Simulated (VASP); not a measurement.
Crystal: TiAl.

```xyz
4
Lattice="0.0018 2.8188 -0.0069 0.0240 -0.0100 4.0988 5.5254 0.0035 0.0332" Properties=species:S:1:pos:R:3 pbc="T T T"
Ti    1.3480    1.3316    2.0312
Ti    4.2750    1.3889    2.0727
Al    2.8417    0.0178    0.0758
Al    5.3746    0.0792   -0.0048
```

| Item | Value |
| --- | --- |
| Program | VASP 6.6.1 |
| Task | relaxation of cell and atoms |
| Functional | PBE |
| Potentials or basis | VASP PAW PBE potentials, release 64 (Ti_sv, Al) |
| Cutoff | 600 eV |
| k mesh | 8 × 6 × 4 |
| Occupations | gaussian, width 0.2 eV |
| Spin | no spin polarisation |

At the start: pressure 4.1 GPa; volume 15.96 Å³/atom.

Problem. Where does the relaxation end?

Solution. Over 13 steps the energy falls by 87.3 meV/atom and the volume is 16.22 Å³/atom (+1.7 %); space group P1 (No. 1, to 0.1 Å) before, P4/mmm (No. 123, to 0.1 Å).

The path:
| step | energy change (eV) | largest force (eV/Å) | pressure (GPa) | volume (Å³) |
| --- | --- | --- | --- | --- |
| 1 | 0.0000 | 1.7376 | 4.07 | 63.84 |
| 2 | -0.2467 | 0.6686 | -3.83 | 67.65 |
| 3 | -0.2493 | 0.6040 | -4.39 | 67.98 |
| 4 | -0.3312 | 0.2350 | 0.41 | 64.72 |
| 5 | -0.3381 | 0.2343 | 0.64 | 64.61 |
| 6 | -0.3455 | 0.1430 | 0.18 | 64.85 |
| 7 | -0.3461 | 0.1120 | -0.18 | 65.05 |
| 8 | -0.3470 | 0.1055 | -0.08 | 65.00 |
| 9 | -0.3483 | 0.0594 | 0.01 | 64.93 |
| 10 | -0.3485 | 0.0464 | 0.07 | 64.90 |
| 11 | -0.3489 | 0.0313 | -0.04 | 64.96 |
| 12 | -0.3489 | 0.0270 | -0.11 | 65.00 |
| 13 | -0.3490 | 0.0112 | 0.05 | 64.89 |

Final structure:
```
CELL_PARAMETERS angstrom
0.00019 2.83367 -0.00036
0.00058 -0.00040 4.04117
5.66678 0.00046 0.00100
ATOMIC_POSITIONS crystal
Ti 0.49952 0.49997 0.24994
Ti 0.50034 0.49994 0.75013
Al 0.00018 0.00002 0.50015
Al 0.99996 0.00006 0.99979
```
